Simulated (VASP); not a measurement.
# Bi in VASP: a series of runs

Runs on Bi. Level: LDA. Tasks: single point.

Everything below comes from runs of VASP 6.6.1. Logs are shortened: lines on timing, memory, paths and dates and some standing lists are left out, and cuts for length are marked.

## (1) The cell of the first run

The cell holds a slab with vacuum, 2 atoms: a = 4.351 Å, b = 4.351 Å, c = 28.000 Å, α = 90.00°, β = 90.00°, γ = 120.00°.

## (2) Single point, LDA

The input, INCAR:

```
ALGO     = Normal         # electronic algorithm
DIPOL    = 0.5 0.5 0.500
EDIFF    = 1E-6           # SCF threshold, eV
ENCUT    = 520            # plane-wave cutoff, eV
GGA      = CA             # functional
IDIPOL   = 3            
ISIF     = 2              # what is computed and relaxed
ISMEAR   = 0              # smearing method
LASPH    = T              # aspherical terms in the spheres
LCHARG   = F              # write CHGCAR
LDIPOL   = T            
LREAL    = F              # projectors in reciprocal space
LWAVE    = F              # write WAVECAR
NBANDS   = 22             # bands
NELM     = 60             # most SCF steps
PREC     = Accurate       # precision mode
SIGMA    = 0.02           # smearing width, eV
```

The input, KPOINTS:

```
k-points
0
Gamma
  9 9 1
```

The input, POSCAR:

```
Bi
1.0
    4.3510000000      0.0000000000      0.0000000000
   -2.1755000000      3.7680765319      0.0000000000
    0.0000000000      0.0000000000     28.0000000000
Bi
2
Direct
    0.3333333333      0.6666666667      0.5262500000
    0.6666666667      0.3333333333      0.4737500000
```

Potentials or basis: VASP PAW LDA potentials, release 64 (Bi_d).

Launch:

```bash
$ cat potpaw_LDA.64/Bi_d/POTCAR > POTCAR
$ mpirun -np 1 vasp_std > vasp.out
```

OUTCAR:

```text
EDIFF = 1E-6
   ENCUT = 520
   GGA = CA
   ISIF = 2
   ISMEAR = 0
   LASPH = T
   LREAL = F
   NELM = 60
   PREC = Accurate

 ion  position               nearest neighbor table
   1  0.333  0.667  0.526-   2 2.91   2 2.91   2 2.91
   2  0.667  0.333  0.474-   1 2.91   1 2.91   1 2.91

  LATTYP: Found a hexagonal cell.
 ALAT       =     4.3510000000
 C/A-ratio  =     6.4353022294

  Lattice vectors:

 A1 = (   4.3510000000,   0.0000000000,   0.0000000000)
 A2 = (  -2.1755000000,   3.7680765319,   0.0000000000)
 A3 = (   0.0000000000,   0.0000000000,  28.0000000000)

Analysis of symmetry for initial positions (statically):
=====================================================================
 Subroutine PRICEL returns:
 Original cell was already a primitive cell.

 Routine SETGRP: Setting up the symmetry group for a
 hexagonal supercell.

 Subroutine GETGRP returns: Found 12 space group operations
 (whereof 12 operations were pure point group operations)
 out of a pool of 24 trial point group operations.

The static configuration has the point symmetry D_3d.

Analysis of symmetry for dynamics (positions and initial velocities):
=====================================================================
 Subroutine PRICEL returns:
 Original cell was already a primitive cell.

 Routine SETGRP: Setting up the symmetry group for a
 hexagonal supercell.

 Subroutine GETGRP returns: Found 12 space group operations
 (whereof 12 operations were pure point group operations)
 out of a pool of 24 trial point group operations.

The dynamic configuration has the point symmetry D_3d.

 Subroutine INISYM returns: Found 12 space group operations
 (whereof 12 operations are pure point group operations),
 and found     1 'primitive' translations

----------------------------------------------------------------------------------------

                                     Primitive cell

  volume of cell :     459.0572

  direct lattice vectors                    reciprocal lattice vectors
     4.351000000  0.000000000  0.000000000     0.229832222  0.132693696  0.000000000
    -2.175500000  3.768076532  0.000000000     0.000000000  0.265387391  0.000000000
     0.000000000  0.000000000 28.000000000     0.000000000  0.000000000  0.035714286

  length of vectors
     4.351000000  4.351000000 28.000000000     0.265387391  0.265387391  0.035714286

  position of ions in fractional coordinates (direct lattice)
     0.333333333  0.666666667  0.526250000
     0.666666667  0.333333333  0.473750000

  ion indices of the primitive-cell ions
   primitive index   ion index
                 1           1
                 2           2

----------------------------------------------------------------------------------------

 KPOINTS: k-points

Automatic generation of k-mesh.
 Grid dimensions read from file:
 generate k-points for:    9    9    1

 Generating k-lattice:

  Cartesian coordinates                     Fractional coordinates (reciprocal lattice)
     0.025536914  0.014743744  0.000000000     0.111111111  0.000000000  0.000000000
     0.000000000  0.029487488  0.000000000     0.000000000  0.111111111  0.000000000
     0.000000000  0.000000000  0.035714286     0.000000000  0.000000000  1.000000000

  Length of vectors
     0.029487488  0.029487488  0.035714286

  Shift w.r.t. Gamma in fractional coordinates (k-lattice)
     0.000000000  0.000000000  0.000000000

 Subroutine IBZKPT returns following result:
 ===========================================

 Found     12 irreducible k-points:

 Following reciprocal coordinates:
            Coordinates               Weight
  0.000000  0.000000  0.000000      1.000000
  0.111111  0.000000  0.000000      6.000000
  0.222222  0.000000  0.000000      6.000000
  0.333333  0.000000  0.000000      6.000000
  0.444444  0.000000  0.000000      6.000000
  0.111111  0.111111  0.000000      6.000000
  0.222222  0.111111  0.000000     12.000000
  0.333333  0.111111  0.000000     12.000000
  0.444444  0.111111  0.000000      6.000000
  0.222222  0.222222  0.000000      6.000000
  0.333333  0.222222  0.000000     12.000000
  0.333333  0.333333  0.000000      2.000000
   k-points           NKPTS =     12   k-points in BZ     NKDIM =     12   number of bands    NBANDS=     22
   number of dos      NEDOS =    301   number of ions     NIONS =      2
   total plane-waves  NPLWV = 215040
   dimension x,y,z NGX =    32 NGY =   32 NGZ =  210
   dimension x,y,z NGXF=    64 NGYF=   64 NGZF=  420
   ions per type =               2
   NGX,Y,Z   is equivalent  to a cutoff of  12.23, 12.23, 12.47 a.u.
   NGXF,Y,Z  is equivalent  to a cutoff of  24.45, 24.45, 24.94 a.u.
 SYSTEM =  unknown system
   PREC   = accura    normal or accurate (medium, high low for compatibility)
   ISTART =      0    job   : 0-new  1-cont  2-samecut
   ICHARG =      2    charge: 1-file 2-atom 10-const
   ISPIN  =      1    spin polarized calculation?
   LNONCOLLINEAR =      F non collinear calculations
   LSORBIT =      F    spin-orbit coupling
   LASPH  =      T    aspherical Exc in radial PAW
   ENCUT  =  520.0 eV  38.22 Ry    6.18 a.u.   8.09  8.09 52.06*2*pi/ulx,y,z
   NELM   =     60;   NELMIN=  2; NELMDL= -5     # of ELM steps
   EDIFF  = 0.1E-05   stopping-criterion for ELM
   LREAL  =      F    real-space projection
   EDIFFG = 0.1E-04   stopping-criterion for IOM
   NSW    =      0    number of steps for IOM
   IBRION =     -1    ionic relax: 0-MD 1-quasi-New 2-CG
   NFREE  =      0    steps in history (QN), initial steepest desc. (CG)
   ISIF   =      2    stress and relaxation
   ISYM   =      2    0-nonsym 1-usesym 2-fastsym
   POTIM  = 0.5000    time-step for ionic-motion
   TEBEG  =    0.0;   TEEND  =   0.0 temperature during run
   PSTRESS=    0.0 pullay stress
   NELECT =      30.0000    total number of electrons
   NUPDOWN=      -1.0000    fix difference up-down
   EMIN   =  10.00;   EMAX   =-10.00  energy-range for DOS
   EFERMI =   0.00;   METHOD = LEGACY
   ISMEAR =     0;   SIGMA  =   0.02  broadening in eV -4-tet -1-fermi 0-gaus
   EFERMI_NEDOS =   21; number of points for ismear=-14 and -15
   IALGO  =     38    algorithm
   IMIX   =      4    mixing-type and parameters
     AMIX     =   0.40;   BMIX     =  1.00
     AMIX_MAG =   1.60;   BMIX_MAG =  1.00
  volume/ion in A,a.u.               =     229.53      1548.94
  Fermi-wavevector in a.u.,A,eV,Ry     =   0.659416  1.246116  5.916218  0.434830
  Thomas-Fermi vector in A             =   1.731545
   LORBIT       =      0    0 simple, 1 ext, 2 COOP (PROOUT), +10 PAW based schemes
   GGA     = CA    functional components
   LHFCALC =     F    Hartree Fock is set to
   AEXX    =    0.0000 exact exchange contribution
   IVDW    =     0    specifies the selected vdW correction
   LEPSILON=     F    determine dielectric tensor
   LRPA    =     F    only Hartree local field effects (RPA)
 non-spin polarized calculation
 Gauss-broadening in eV      SIGMA  =   0.02
  energy-cutoff  :      520.00
  volume of cell :      459.06
 maximum number of plane-waves:     12390
   NGX = 17   NGY = 17   NGZ =105

 number of electron      30.0000006 magnetization

 dipolmoment           0.000000      0.000000     -0.000000 electrons x Angstroem

 Free energy of the ion-electron system (eV)
  ---------------------------------------------------
  ext. energy  EPLUGINS =         0.00000000
  ---------------------------------------------------
  free energy    TOTEN  =        -8.39656052 eV

  energy without entropy =       -8.39656052  energy(sigma->0) =       -8.39656052

 E-fermi :  -3.1433     XC(G=0):  -1.9859

 val. band max:       -3.2382879511   @ k =   0.1111   0.0000   0.0000
 cond. band min:      -3.0498108242   @ k =   0.0000   0.0000   0.0000
 fundamental gap:      0.1884771269
 Fermi energy:        -3.1433220401

 k-point     1 :       0.0000    0.0000    0.0000
  band No.  band energies     occupation
      1     -25.7702      2.00000
      2     -25.7702      2.00000
      3     -25.5866      2.00000
      4     -25.5866      2.00000
      5     -25.5130      2.00000
      6     -25.3092      2.00000
[... 14 lines left out ...]
     21       1.7216      0.00000
     22       2.0584      0.00000

 k-point     2 :       0.1111    0.0000    0.0000
  band No.  band energies     occupation
      1     -25.7688      2.00000
      2     -25.7576      2.00000
      3     -25.5842      2.00000
      4     -25.5764      2.00000
      5     -25.5085      2.00000
      6     -25.3173      2.00000
[... 14 lines left out ...]
     21       1.8778      0.00000
     22       2.1869      0.00000

 k-point     3 :       0.2222    0.0000    0.0000
  band No.  band energies     occupation
      1     -25.7648      2.00000
      2     -25.7213      2.00000
      3     -25.5807      2.00000
      4     -25.5481      2.00000
      5     -25.4919      2.00000
      6     -25.3443      2.00000
[... 14 lines left out ...]
     21       2.2487      0.00000
     22       2.5451      0.00000

 k-point     4 :       0.3333    0.0000    0.0000
  band No.  band energies     occupation
      1     -25.7598      2.00000
      2     -25.6671      2.00000
      3     -25.5796      2.00000
      4     -25.5071      2.00000
      5     -25.4624      2.00000
      6     -25.3878      2.00000
[... 14 lines left out ...]
     21       2.8484      0.00000
     22       3.1594      0.00000

 k-point     5 :       0.4444    0.0000    0.0000
  band No.  band energies     occupation
      1     -25.7562      2.00000
      2     -25.6150      2.00000
      3     -25.5764      2.00000
      4     -25.4599      2.00000
      5     -25.4594      2.00000
      6     -25.4110      2.00000
[... 117 lines left out ...]
 k-point    10 :       0.2222    0.2222    0.0000
  band No.  band energies     occupation
      1     -25.7597      2.00000
      2     -25.6319      2.00000
      3     -25.5489      2.00000
      4     -25.5313      2.00000
      5     -25.4285      2.00000
      6     -25.4278      2.00000
[... 14 lines left out ...]
     21       3.1641      0.00000
     22       3.4735      0.00000

 k-point    11 :       0.3333    0.2222    0.0000
  band No.  band energies     occupation
      1     -25.7577      2.00000
      2     -25.5738      2.00000
      3     -25.5426      2.00000
      4     -25.5005      2.00000
      5     -25.4740      2.00000
      6     -25.4329      2.00000
[... 14 lines left out ...]
     21       3.6438      0.00000
     22       3.7444      0.00000

 k-point    12 :       0.3333    0.3333    0.0000
  band No.  band energies     occupation
      1     -25.7574      2.00000
      2     -25.5250      2.00000
      3     -25.5250      2.00000
      4     -25.5005      2.00000
      5     -25.4889      2.00000
      6     -25.4889      2.00000
[... 14 lines left out ...]
     21       3.3675      0.00000
     22       4.2696      0.00000

------------------------ aborting loop because EDIFF is reached ----------------------------------------

 vacuum level on the upper side and lower side of the slab       (xc-potential included)        -0.006        -0.006

  FORCE on cell =-STRESS in cart. coord.  units (eV):
  Direction    XX          YY          ZZ          XY          YZ          ZX
  --------------------------------------------------------------------------------------
  -------------------------------------------------------------------------------------
  Total        0.5230955      0.5230955      2.3146340      0.0000000      0.0000000      0.0000000
  in kB        1.8256803      1.8256803      8.0784135      0.0000000      0.0000000      0.0000000
  external PRESSURE =       3.9099247 kB  Pullay stress =       0.0000000 kB

 VOLUME and BASIS-vectors are now :
 -----------------------------------------------------------------------------
  energy-cutoff  :      520.00
  volume of cell :      459.06
      direct lattice vectors                 reciprocal lattice vectors
     4.351000000  0.000000000  0.000000000     0.229832222  0.132693696  0.000000000
    -2.175500000  3.768076532  0.000000000     0.000000000  0.265387391  0.000000000
     0.000000000  0.000000000 28.000000000     0.000000000  0.000000000  0.035714286

 POSITION                                       TOTAL-FORCE (eV/Angst)
 -----------------------------------------------------------------------------------
     -0.00000      2.51205     14.73500         0.000000      0.000000      1.596725
      2.17550      1.25603     13.26500        -0.000000      0.000000     -1.596725
 -----------------------------------------------------------------------------------
    total drift:                               -0.000000      0.000000      0.000000

  FREE ENERGIE OF THE ION-ELECTRON SYSTEM (eV)
  ---------------------------------------------------
  free  energy   TOTEN  =        -8.3965605190 eV

  energy  without entropy=       -8.3965605190  energy(sigma->0) =       -8.39656052

 vacuum level on the upper side and lower side of the slab         1.632         1.632
```

Run time: 3.6 min. Hardware: 1 thread of Intel Xeon 8259CL, shared host; peak memory 0.4 GiB.

Results:

```
Free energy   : -8.3966 eV
Largest force : 1.597 eV/Å
```

Forces in eV/Å, atoms in the order of the input:
```
Bi   0.000  0.000  1.597
Bi   0.000  0.000 -1.597
```

Caveat: spin-orbit coupling is left out, which moves the levels of the heavy elements.

(Continued in part 2 of 2.)
